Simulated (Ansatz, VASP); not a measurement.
## Two plane-wave programs on Ba

```
CELL_PARAMETERS angstrom
7.35303 0.00000 0.00000
-3.67651 6.36791 0.00000
0.00000 0.00000 4.36810
ATOMIC_POSITIONS crystal
Ba 0.00000 0.00000 0.00000
Ba 0.33333 0.66667 0.50000
Ba 0.66667 0.33333 0.50000
```

Alike in both runs: functional revPBE; k mesh 5 × 5 × 7; occupations fermi-dirac, width 0.1 eV; no spin polarisation.

Ansatz relaxed the structure, and its values are those at the end. VASP's run is a single point on that final structure, the one shown.

|  | VASP | Ansatz |
| --- | --- | --- |
| version | VASP 6.6.1 | Ansatz 0.2.0 |
| potentials or method | VASP PAW PBE potentials, release 64 (Ba_sv), cutoff 520 eV | plane waves (420 eV) with PAW, scalar-relativistic |
| valence electrons in the cell | 30 | 30 |

|  | VASP | Ansatz | Ansatz less VASP |
| --- | --- | --- | --- |
| pressure (GPa) | 0.0 | 0.0 | -0.04 |

VASP's potentials were made for PBE, not for revPBE.

Neither program's run includes spin-orbit coupling.
